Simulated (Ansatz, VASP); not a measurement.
NiO2 in VASP and in Ansatz

INCAR

```
SYSTEM = NiO2
PREC = Accurate
ENCUT = 700
EDIFF = 1E-6
ISMEAR = 0
SIGMA = 0.05
LREAL = .FALSE.
LASPH = .TRUE.
NELM = 120
ALGO = Normal
ISIF = 2
LWAVE = .FALSE.
LCHARG = .FALSE.
NBANDS = 22
GGA_COMPAT = .FALSE.
```

KPOINTS

```
Automatic mesh
0
G
  12 12 6
  0 0 0
```

The input POSCAR:

```
NiO2
1.0
    2.8475295614      0.0000000000      0.0000000000
   -1.4237647807      2.4660329382      0.0000000000
    0.0000000000      0.0000000000      3.9594898551
Ni O
1 2
Direct
    0.0000000000      0.0000000000      0.5000000000
    0.6666666667      0.3333333333      0.6829609091
    0.3333333333      0.6666666667      0.3170390909
```

Input for Ansatz:

```yaml
crystal:
  lattice:
    - [2.8475295614, 0.0, 0.0]
    - [-1.4237647807, 2.4660329382, 0.0]
    - [0.0, 0.0, 3.9594898551]
  atoms:
    - { symbol: Ni, position: [0.0, 0.0, 0.5] }
    - { symbol: O, position: [0.6666666667, 0.3333333333, 0.6829609091] }
    - { symbol: O, position: [0.3333333333, 0.6666666667, 0.3170390909] }
basis:
  ecutwfc: 520.0
kpoints:
  mp_grid: { grid: [12, 12, 6] }
hamiltonian:
  xc: lda
  pseudopotentials: { kind: paw }
scf:
  occupations: { method: gaussian, width: 0.05 }
output:
  forces: true
  stress: true
  eigenvalues: true
```

Alike in both runs: task single point; functional LDA; k mesh 12 × 12 × 6; occupations gaussian, width 0.05 eV; no spin polarisation.

```csv
,VASP,Ansatz
version,VASP 6.6.1,Ansatz 0.2.0
potentials or method,"VASP PAW LDA potentials, release 64 (Ni_sv_GW, O), cutoff 700 eV","scalar-relativistic, plane waves, PAW"
valence electrons in the cell,30,30
```

Ansatz gave:

- gap on the k mesh at the Fermi level (eV): 0.51
- least direct gap on the mesh (eV): 0.94
- pressure (GPa): 19.0
- traceless stress, the component that is largest in VASP (GPa): 6.49
- rms of the force components (eV/Å): 1.476

Q: What did VASP give for the same quantities?

A: gap on the k mesh at the Fermi level (eV): 0.49; least direct gap on the mesh (eV): 0.93; pressure (GPa): 20.3; traceless stress, the component that is largest in VASP (GPa): 4.97; rms of the force components (eV/Å): 1.519.

LDA's correlation is that of Perdew and Zunger in VASP and of Perdew and Wang (1992) in Ansatz. Atom by atom the forces differ by 0.043 eV/Å (rms over components).
